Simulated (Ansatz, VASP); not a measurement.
## PtSe2: VASP beside Ansatz

File POSCAR:

```
PtSe2
1.0
    3.7286503765      0.0000000000      0.0000000000
   -1.8643251883      3.2291059479      0.0000000000
    0.0000000000      0.0000000000      5.2771565025
Pt Se
1 2
Direct
    0.0000000000      0.0000000000      0.0000000000
    0.3333333333      0.6666666667      0.2462189008
    0.6666666667      0.3333333333      0.7537810992
```

File INCAR.step1:

```
SYSTEM = PtSe2
ALGO = Normal ; EDIFF = 1E-4
ENCUT = 520 ; GGA = PE
ISMEAR = -1 ; LASPH = .TRUE.
LCHARG = .FALSE. ; LREAL = .FALSE.
LWAVE = .TRUE. ; NBANDS = 18
NELM = 100 ; PREC = Accurate
SIGMA = 0.02
```

File INCAR.step2:

```
SYSTEM = PtSe2
ALGO = Normal ; EDIFF = 1E-7
ENCUT = 520 ; ISIF = 2
ISMEAR = -1 ; ISTART = 1
LASPH = .TRUE. ; LCHARG = .TRUE.
LELF = .TRUE. ; LMIXTAU = .TRUE.
LREAL = .FALSE. ; LVHAR = .TRUE.
LWAVE = .FALSE. ; METAGGA = R2SCAN
NBANDS = 18 ; NELM = 100
PREC = Accurate ; SIGMA = 0.02
```

KPOINTS

```
k-points
0
G
  12 12 6
  0 0 0
```

Input for Ansatz:

```yaml
crystal:
  lattice:
    - [3.7286503765, 0.0, 0.0]
    - [-1.8643251883, 3.2291059479, 0.0]
    - [0.0, 0.0, 5.2771565025]
  atoms:
    - { symbol: Pt, position: [0.0, 0.0, 0.0] }
    - { symbol: Se, position: [0.3333333333, 0.6666666667, 0.2462189008] }
    - { symbol: Se, position: [0.6666666667, 0.3333333333, 0.7537810992] }
kpoints:
  mp_grid: { grid: [12, 12, 6] }
  band_path:
    path:
      - [0.0, 0.0, 0.0]
      - [0.5, 0.0, 0.0]
      - [0.3333333333, 0.3333333333, 0.0]
      - [0.0, 0.0, 0.5]
      - [0.5, 0.0, 0.5]
      - [0.3333333333, 0.3333333333, 0.5]
      - [0.3, 0.3, 0.0]
      - [0.0, 0.25, 0.3333333333]
    npoints: 1
hamiltonian:
  xc: r2scan
scf:
  occupations: { method: fermi_dirac, width: 0.02 }
  n_extra_bands: 4
output:
  forces: true
  stress: true
  eigenvalues: true
```

Alike in both runs: task single point; functional r2SCAN; k mesh 12 × 12 × 6; occupations fermi-dirac, width 0.02 eV; no spin polarisation.

```csv
,VASP,Ansatz
version,VASP 6.6.1,Ansatz 0.2.0
potentials or method,"VASP PAW PBE potentials, release 64 (Pt, Se)","plane waves, PAW"
plane-wave cutoff (eV),520,500
valence electrons in the cell,22,50
```

```csv
,VASP,Ansatz,Ansatz less VASP
pressure (GPa),1.4,1.4,-0.07
rms of the force components (eV/Å),0.009,0.015,+0.0061
```

VASP's potentials were made for PBE, not for r2SCAN. Atom by atom the forces differ by 0.006 eV/Å (rms over components). VASP's potentials hold 22 valence electrons a cell and Ansatz's 50, so a difference there can come from the potentials and not from the codes.

Spin-orbit coupling is off throughout.
